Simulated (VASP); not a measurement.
# AlN: single point with PBE

AlN:

```xyz
4
Lattice="3.1110 0.0000 0.0000 -1.5555 2.6942 0.0000 0.0000 0.0000 5.2269" Properties=species:S:1:pos:R:3 pbc="T T T"
Al    0.0000    1.7961    0.0000
Al    1.5555    0.8981    2.6134
N     0.0000    1.7961    2.0124
N     1.5555    0.8981    4.6258
```

This cell differs from its parent crystal: strain +0.000 along x and y, +0.050 along z.

```
Program             : VASP 6.6.1
Task                : single point
Functional          : PBE
Potentials or basis : VASP PAW PBE potentials, release 64 (Al, N)
Cutoff              : 520 eV
k mesh              : 9 × 9 × 6
Occupations         : gaussian, width 0.05 eV
Spin                : no spin polarisation
```

```yaml
Pressure: -4.3 GPa
Largest_force: 0.494 eV/Å
Band_gap_on_the_k_mesh: 3.81 eV, direct
```

Forces on the atoms (eV/Å):
```
Al   0.000  0.000  0.494
Al   0.000  0.000  0.494
N    0.000  0.000 -0.494
N    0.000  0.000 -0.494
```

Stress tensor (GPa, compression positive):
```
  1.30   0.00   0.00
  0.00   1.30   0.00
  0.00   0.00 -15.51
```

Levels at points of the mesh, in eV from the valence-band top:
| k point | band 4 | band 5 | band 6 | band 7 | band 8 | band 9 | band 10 | band 11 | band 12 | band 13 |
| --- | --- | --- | --- | --- | --- | --- | --- | --- | --- | --- |
| (0.00, 0.00, 0.00) | -0.58 | -0.58 | -0.07 | -0.07 | 0.00 | 3.81 | 6.82 | 10.12 | 11.35 | 11.35 |
| (0.00, 0.00, 0.50) | -3.31 | -0.33 | -0.33 | -0.33 | -0.33 | 6.34 | 6.34 | 9.85 | 9.85 | 11.66 |

Run time: 62 s on 1 thread of AMD EPYC 7R13 Processor (Zen 3), on a shared host, peak memory 0.13 GiB.

Caveat: the cell differs from its parent crystal (strain +0.000 along x and y, +0.050 along z).
